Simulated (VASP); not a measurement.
# SnTe (zincblende type) (F-43m) in VASP: further runs

SnTe (zincblende type) is run at these levels: LDA; tasks: relaxation of cell and atoms, single point.

Program: VASP 6.6.1. These are calculated values, not measurements. Logs are shortened: lines on timing, memory, paths and dates and some standing lists are left out, and cuts for length are marked.

## Step 1: The cell of the first run

It takes space group F-43m (No. 216, cubic). Conventional cell: a = 6.214 Å, b = 6.214 Å, c = 6.214 Å, α = 90.00°, β = 90.00°, γ = 90.00°. Within 3.5 Å of Sn (site symmetry -43m) lie 4 Te at 2.69 Å. Te (site symmetry -43m) has 4 Sn at 2.69 Å within 3.5 Å.

## Step 2: Relaxation of cell and atoms, LDA

The input, INCAR:

```
PREC = Accurate
ENCUT = 600
EDIFF = 1E-6
ISMEAR = -1
SIGMA = 0.1
LREAL = F
LASPH = T
NELM = 80
ALGO = Normal
ISIF = 3
LWAVE = F
LCHARG = F
IBRION = 2
NSW = 60
EDIFFG = -0.005
```

The input, KPOINTS:

```
regular mesh
0
Gamma
  12 12 12
```

The input, POSCAR:

```
SnTe
1.0
    0.0000000000      3.1072325060      3.1072325060
    3.1072325060      0.0000000000      3.1072325060
    3.1072325060      3.1072325060      0.0000000000
Sn Te
1 1
Direct
    0.0000000000      0.0000000000      0.0000000000
    0.2500000000      0.2500000000      0.2500000000
```

Potentials or basis: VASP PAW LDA potentials, release 64 (Sn_d, Te).

Command:

```
> cat potpaw_LDA.64/Sn_d/POTCAR potpaw_LDA.64/Te/POTCAR > POTCAR
> mpirun -np 1 vasp_std > vasp.out
```

OUTCAR:

```text
PREC = Accurate
   ENCUT = 600
   EDIFF = 1E-6
   ISMEAR = -1
   LREAL = F
   LASPH = T
   NELM = 80
   ISIF = 3
   IBRION = 2
   NSW = 60
   EDIFFG = -0.005

 ion  position               nearest neighbor table
   1  0.000  0.000  0.000-   2 2.69   2 2.69   2 2.69   2 2.69
   2  0.250  0.250  0.250-   1 2.69   1 2.69   1 2.69   1 2.69

  LATTYP: Found a face centered cubic cell.
 ALAT       =     6.2144650120

  Lattice vectors:

 A1 = (   0.0000000000,   3.1072325060,   3.1072325060)
 A2 = (   3.1072325060,   0.0000000000,   3.1072325060)
 A3 = (   3.1072325060,   3.1072325060,   0.0000000000)

Analysis of symmetry for initial positions (statically):
=====================================================================
 Subroutine PRICEL returns:
 Original cell was already a primitive cell.

 Routine SETGRP: Setting up the symmetry group for a
 face centered cubic supercell.

 Subroutine GETGRP returns: Found 24 space group operations
 (whereof 24 operations were pure point group operations)
 out of a pool of 48 trial point group operations.

The static configuration has the point symmetry T_d .

Analysis of symmetry for dynamics (positions and initial velocities):
=====================================================================
 Subroutine PRICEL returns:
 Original cell was already a primitive cell.

 Routine SETGRP: Setting up the symmetry group for a
 face centered cubic supercell.

 Subroutine GETGRP returns: Found 24 space group operations
 (whereof 24 operations were pure point group operations)
 out of a pool of 48 trial point group operations.

The dynamic configuration has the point symmetry T_d .

 Subroutine INISYM returns: Found 24 space group operations
 (whereof 24 operations are pure point group operations),
 and found     1 'primitive' translations

----------------------------------------------------------------------------------------

                                     Primitive cell

  volume of cell :      60.0000

  direct lattice vectors                    reciprocal lattice vectors
     0.000000000  3.107232506  3.107232506    -0.160914897  0.160914897  0.160914897
     3.107232506  0.000000000  3.107232506     0.160914897 -0.160914897  0.160914897
     3.107232506  3.107232506  0.000000000     0.160914897  0.160914897 -0.160914897

  length of vectors
     4.394290351  4.394290351  4.394290351     0.278712778  0.278712778  0.278712778

  position of ions in fractional coordinates (direct lattice)
     0.000000000  0.000000000  0.000000000
     0.250000000  0.250000000  0.250000000

  ion indices of the primitive-cell ions
   primitive index   ion index
                 1           1
                 2           2

----------------------------------------------------------------------------------------

 KPOINTS: regular mesh

Automatic generation of k-mesh.
 Grid dimensions read from file:
 generate k-points for:   12   12   12

 Generating k-lattice:

  Cartesian coordinates                     Fractional coordinates (reciprocal lattice)
    -0.013409575  0.013409575  0.013409575     0.083333333  0.000000000  0.000000000
     0.013409575 -0.013409575  0.013409575     0.000000000  0.083333333  0.000000000
     0.013409575  0.013409575 -0.013409575     0.000000000  0.000000000  0.083333333

  Length of vectors
     0.023226065  0.023226065  0.023226065

  Shift w.r.t. Gamma in fractional coordinates (k-lattice)
     0.000000000  0.000000000  0.000000000

 Subroutine IBZKPT returns following result:
 ===========================================

 Found     72 irreducible k-points:

 Following reciprocal coordinates:
            Coordinates               Weight
  0.000000  0.000000  0.000000      1.000000
  0.083333  0.000000  0.000000      8.000000
  0.166667  0.000000  0.000000      8.000000
  0.250000  0.000000  0.000000      8.000000
  0.333333  0.000000  0.000000      8.000000
  0.416667  0.000000  0.000000      8.000000
[... 16 lines left out ...]
  0.500000  0.166667  0.000000     24.000000
 -0.416667  0.166667  0.000000     24.000000
 [... further k-points ...]
   k-points           NKPTS =     72   k-points in BZ     NKDIM =     72   number of bands    NBANDS=     14
   number of dos      NEDOS =    301   number of ions     NIONS =      2
   total plane-waves  NPLWV =  46656
   dimension x,y,z NGX =    36 NGY =   36 NGZ =   36
   dimension x,y,z NGXF=    72 NGYF=   72 NGZF=   72
   ions per type =               1   1
   NGX,Y,Z   is equivalent  to a cutoff of  13.62, 13.62, 13.62 a.u.
   NGXF,Y,Z  is equivalent  to a cutoff of  27.24, 27.24, 27.24 a.u.
 SYSTEM =  unknown system
   PREC   = accura    normal or accurate (medium, high low for compatibility)
   ISTART =      0    job   : 0-new  1-cont  2-samecut
   ICHARG =      2    charge: 1-file 2-atom 10-const
   ISPIN  =      1    spin polarized calculation?
   LNONCOLLINEAR =      F non collinear calculations
   LSORBIT =      F    spin-orbit coupling
   LASPH  =      T    aspherical Exc in radial PAW
   ENCUT  =  600.0 eV  44.10 Ry    6.64 a.u.   8.78  8.78  8.78*2*pi/ulx,y,z
   NELM   =     80;   NELMIN=  2; NELMDL= -5     # of ELM steps
   EDIFF  = 0.1E-05   stopping-criterion for ELM
   LREAL  =      F    real-space projection
   EDIFFG = -.5E-02   stopping-criterion for IOM
   NSW    =     60    number of steps for IOM
   IBRION =      2    ionic relax: 0-MD 1-quasi-New 2-CG
   NFREE  =      1    steps in history (QN), initial steepest desc. (CG)
   ISIF   =      3    stress and relaxation
   ISYM   =      2    0-nonsym 1-usesym 2-fastsym
   POTIM  = 0.5000    time-step for ionic-motion
   TEBEG  =    0.0;   TEEND  =   0.0 temperature during run
   PSTRESS=    0.0 pullay stress
   NELECT =      20.0000    total number of electrons
   NUPDOWN=      -1.0000    fix difference up-down
   EMIN   =  10.00;   EMAX   =-10.00  energy-range for DOS
   EFERMI =   0.00;   METHOD = LEGACY
   ISMEAR =    -1;   SIGMA  =   0.10  broadening in eV -4-tet -1-fermi 0-gaus
   EFERMI_NEDOS =   21; number of points for ismear=-14 and -15
   IALGO  =     38    algorithm
   IMIX   =      4    mixing-type and parameters
     AMIX     =   0.40;   BMIX     =  1.00
     AMIX_MAG =   1.60;   BMIX_MAG =  1.00
  volume/ion in A,a.u.               =      30.00       202.45
  Fermi-wavevector in a.u.,A,eV,Ry     =   1.135101  2.145029 17.530477  1.288454
  Thomas-Fermi vector in A             =   2.271805
   LORBIT       =      0    0 simple, 1 ext, 2 COOP (PROOUT), +10 PAW based schemes
   GGA     = CA    functional components
   LHFCALC =     F    Hartree Fock is set to
   AEXX    =    0.0000 exact exchange contribution
   IVDW    =     0    specifies the selected vdW correction
   LEPSILON=     F    determine dielectric tensor
   LRPA    =     F    only Hartree local field effects (RPA)
 conjugate gradient relaxation of ions
 non-spin polarized calculation
  energy-cutoff  :      600.00
  volume of cell :       60.00
 maximum number of plane-waves:      2044
   NGX = 17   NGY = 17   NGZ = 17

--------------------------------------- Ionic step        1  -------------------------------------------

 number of electron      19.9999998 magnetization

 Free energy of the ion-electron system (eV)
  ---------------------------------------------------
  ext. energy  EPLUGINS =         0.00000000
  ---------------------------------------------------
  free energy    TOTEN  =        -6.86231849 eV

  energy without entropy =       -6.83374331  energy(sigma->0) =       -6.84803090

 E-fermi :   7.6992     XC(G=0):  -9.7230

 val. band max:        7.6866477010   @ k =   0.5000   0.3333   0.1667
 cond. band min:       7.7223569142   @ k =   0.3333   0.2500   0.0833
 fundamental gap:      0.0357092131
 Fermi energy:         7.6991709418

 k-point     1 :       0.0000    0.0000    0.0000
  band No.  band energies     occupation
      1     -14.5019      2.00000
      2     -14.5019      2.00000
      3     -14.5019      2.00000
      4     -14.4294      2.00000
      5     -14.4294      2.00000
      6      -6.9067      2.00000
      7       4.1397      2.00000
      8       4.7124      2.00000
      9       4.7124      2.00000
     10       4.7124      2.00000
     11       8.2147      0.01147
     12       8.2147      0.01147
     13       8.2147      0.01147
     14      11.5972      0.00000

 k-point     2 :       0.0833    0.0000    0.0000
  band No.  band energies     occupation
      1     -14.5031      2.00000
      2     -14.5010      2.00000
      3     -14.5010      2.00000
      4     -14.4295      2.00000
      5     -14.4295      2.00000
      6      -6.8435      2.00000
      7       3.1863      2.00000
      8       4.6186      2.00000
      9       4.6186      2.00000
     10       5.3907      2.00000
[... 508 lines left out ...]
 POSITION                                       TOTAL-FORCE (eV/Angst)
 -----------------------------------------------------------------------------------
      7.00515      3.50257      3.50257        -0.000000     -0.000000     -0.000000
      1.75129      1.75129      1.75129         0.000000      0.000000      0.000000
 -----------------------------------------------------------------------------------
    total drift:                               -0.000000     -0.000000     -0.000000

  FREE ENERGIE OF THE ION-ELECTRON SYSTEM (eV)
  ---------------------------------------------------
  free  energy   TOTEN  =        -8.0590763604 eV

  energy  without entropy=       -8.0380169486  energy(sigma->0) =       -8.04854665

--------------------------------------- Ionic step        5  -------------------------------------------

 number of electron      20.0000005 magnetization

 Free energy of the ion-electron system (eV)
  ---------------------------------------------------
  ext. energy  EPLUGINS =         0.00000000
  ---------------------------------------------------
  free energy    TOTEN  =        -8.05910316 eV

  energy without entropy =       -8.03790865  energy(sigma->0) =       -8.04850591

 E-fermi :   3.7483     XC(G=0):  -8.1793

 val. band max:        3.6964440057   @ k =  -0.3333   0.4167   0.1667
 cond. band min:       3.7659113750   @ k =   0.5000   0.4167   0.0000
 fundamental gap:      0.0694673693
 Fermi energy:         3.7482595425

 k-point     1 :       0.0000    0.0000    0.0000
  band No.  band energies     occupation
      1     -17.9544      2.00000
      2     -17.9544      2.00000
      3     -17.9544      2.00000
      4     -17.9374      2.00000
      5     -17.9374      2.00000
      6      -8.3190      2.00000
      7      -1.2578      2.00000
      8       1.6212      2.00000
      9       1.6212      2.00000
     10       1.6212      2.00000
     11       4.6662      0.00021
     12       4.6662      0.00021
     13       4.6662      0.00021
     14       7.6483      0.00000

 k-point     2 :       0.0833    0.0000    0.0000
  band No.  band energies     occupation
      1     -17.9546      2.00000
      2     -17.9543      2.00000
      3     -17.9543      2.00000
      4     -17.9374      2.00000
      5     -17.9374      2.00000
      6      -8.2835      2.00000
      7      -1.4626      2.00000
      8       1.5677      2.00000
      9       1.5677      2.00000
     10       1.6971      2.00000
[... 400 lines left out ...]
 POSITION                                       TOTAL-FORCE (eV/Angst)
 -----------------------------------------------------------------------------------
      0.00000      3.50049      3.50049        -0.000000     -0.000000     -0.000000
      1.75025      1.75025      1.75025         0.000000      0.000000      0.000000
 -----------------------------------------------------------------------------------
    total drift:                               -0.000000     -0.000000     -0.000000

  FREE ENERGIE OF THE ION-ELECTRON SYSTEM (eV)
  ---------------------------------------------------
  free  energy   TOTEN  =        -8.0591031591 eV

  energy  without entropy=       -8.0379086511  energy(sigma->0) =       -8.04850591

 reached required accuracy - stopping structural energy minimisation
```

Run time: 3.5 min. Hardware: 1 thread of Intel Xeon Platinum 8259CL at 2.50GHz (Skylake/Cascade Lake), shared host; peak memory 0.24 GiB.

What came out:

```
Free energy                           : -8.0591 eV
Relaxed volume                        : 42.89 Å³/atom
Relaxed cell                          : a = 4.950 Å, b = 4.950 Å, c = 4.950 Å, α = 60.00°, β = 60.00°, γ = 60.00°
Space group after relaxing (to 0.1 Å) : F-43m (No. 216)
Energy gained by relaxing             : 598.4 meV/atom
Ionic steps                           : 5
Pressure after relaxing               : 0.0 GPa
Band gap on the k mesh                : zero (bands 10 and 11 overlap by 0.29 eV)
```

The path:
```tsv
step	energy change (eV)	largest force (eV/Å)	pressure (GPa)	volume (Å³)
1	0.0000	0.0000	20.20	60.00
2	-1.0503	0.0000	-3.12	99.19
3	-1.1959	0.0000	0.31	84.87
4	-1.1968	0.0000	-0.05	85.94
5	-1.1968	0.0000	-0.01	85.79
```

Final structure:
```xyz
2
Lattice="0.0000 3.5005 3.5005 3.5005 0.0000 3.5005 3.5005 3.5005 0.0000" Properties=species:S:1:pos:R:3 pbc="T T T"
Sn    0.0000    3.5005    3.5005
Te    1.7502    1.7502    1.7502
```

Caveat: the volume moved by over 15 % at a fixed basis, so the end points are rough; semilocal functionals underestimate gaps, so a narrow gap can read as zero; spin-orbit coupling is left out, which moves the levels of the heavy elements.

## Step 3: Single point, LDA (23.52 Å³/atom)

This run uses another cell than the first one, of 23.52 Å³/atom.

The input, INCAR:

```
PREC = Accurate ; ENCUT = 520
EDIFF = 1E-7 ; ISMEAR = -1
SIGMA = 0.1 ; LREAL = F
LASPH = T ; NELM = 80
ALGO = Normal ; ISIF = 2
LWAVE = F ; LCHARG = F
NBANDS = 17
```

The input, KPOINTS:

```
Automatic mesh
0
Gamma
  12 12 12
```

The input, POSCAR:

```
SnTe
1.0
    0.0000000000      2.8650277786      2.8650277786
    2.8650277786      0.0000000000      2.8650277786
    2.8650277786      2.8650277786      0.0000000000
Sn Te
1 1
Direct
    0.0000000000      0.0000000000      0.0000000000
    0.2500000000      0.2500000000      0.2500000000
```

Potentials or basis: VASP PAW LDA potentials, release 64 (Sn_d, Te).

Command:

```
> cat potpaw_LDA.64/Sn_d/POTCAR potpaw_LDA.64/Te/POTCAR > POTCAR
> mpirun -np 1 vasp_std > vasp.out
```

OUTCAR:

```text
PREC = Accurate
   ENCUT = 520
   EDIFF = 1E-7
   ISMEAR = -1
   LREAL = F
   LASPH = T
   NELM = 80
   ISIF = 2

 ion  position               nearest neighbor table
   1  0.000  0.000  0.000-   2 2.48   2 2.48   2 2.48   2 2.48
   2  0.250  0.250  0.250-   1 2.48   1 2.48   1 2.48   1 2.48

  LATTYP: Found a face centered cubic cell.
 ALAT       =     5.7300555572

  Lattice vectors:

 A1 = (   0.0000000000,   2.8650277786,   2.8650277786)
 A2 = (   2.8650277786,   0.0000000000,   2.8650277786)
 A3 = (   2.8650277786,   2.8650277786,   0.0000000000)

Analysis of symmetry for initial positions (statically):
=====================================================================
 Subroutine PRICEL returns:
 Original cell was already a primitive cell.

 Routine SETGRP: Setting up the symmetry group for a
 face centered cubic supercell.

 Subroutine GETGRP returns: Found 24 space group operations
 (whereof 24 operations were pure point group operations)
 out of a pool of 48 trial point group operations.

The static configuration has the point symmetry T_d .

[... 153 lines left out ...]
  ext. energy  EPLUGINS =         0.00000000
  ---------------------------------------------------
  free energy    TOTEN  =        -3.98168519 eV

  energy without entropy =       -3.94777102  energy(sigma->0) =       -3.96472810

 E-fermi :  11.2632     XC(G=0): -10.8692

 val. band max:       11.2538980547   @ k =  -0.1667   0.2500   0.0833
 cond. band min:      11.2752679393   @ k =  -0.4167   0.4167   0.0833
 fundamental gap:      0.0213698847
 Fermi energy:        11.2632414523

 k-point     1 :       0.0000    0.0000    0.0000
  band No.  band energies     occupation
      1     -11.8262      2.00000
      2     -11.8262      2.00000
      3     -11.8262      2.00000
      4     -11.6676      2.00000
      5     -11.6676      2.00000
      6      -5.6282      2.00000
[... 457 lines left out ...]
      4     -11.6725      2.00000
      5     -11.6686      2.00000
      6      -3.3817      2.00000
[... 9 lines left out ...]
     16      18.4718      0.00000
     17      22.1689      0.00000

 [... further k-points ...]
[... 5 lines left out ...]
  --------------------------------------------------------------------------------------
  -------------------------------------------------------------------------------------
  Total       16.8357997     16.8357997     16.8357997      0.0000000      0.0000000     -0.0000000
  in kB      573.4926100    573.4926100    573.4926100      0.0000000      0.0000000     -0.0000000
  external PRESSURE =     573.4926100 kB  Pullay stress =       0.0000000 kB

 VOLUME and BASIS-vectors are now :
 -----------------------------------------------------------------------------
  energy-cutoff  :      520.00
  volume of cell :       47.03
      direct lattice vectors                 reciprocal lattice vectors
     0.000000000  2.865027779  2.865027779    -0.174518378  0.174518378  0.174518378
     2.865027779  0.000000000  2.865027779     0.174518378 -0.174518378  0.174518378
     2.865027779  2.865027779  0.000000000     0.174518378  0.174518378 -0.174518378

 POSITION                                       TOTAL-FORCE (eV/Angst)
 -----------------------------------------------------------------------------------
      0.00000      0.00000      0.00000        -0.000000     -0.000000     -0.000000
      1.43251      1.43251      1.43251         0.000000      0.000000      0.000000
 -----------------------------------------------------------------------------------
    total drift:                                0.000001      0.000001      0.000001

  FREE ENERGIE OF THE ION-ELECTRON SYSTEM (eV)
  ---------------------------------------------------
  free  energy   TOTEN  =        -3.9816851913 eV

  energy  without entropy=       -3.9477710185  energy(sigma->0) =       -3.96472810
```

It took 63 s on 1 thread of Intel Xeon 8259CL, shared host; peak memory 0.19 GiB.

What came out:

```
Free energy            : -3.9817 eV
Pressure               : 57.3 GPa
Band gap on the k mesh : zero (bands 10 and 11 overlap by 3.13 eV)
```

Caveat: the cell stands under pressure; spin-orbit coupling is left out, which moves the levels of the heavy elements.
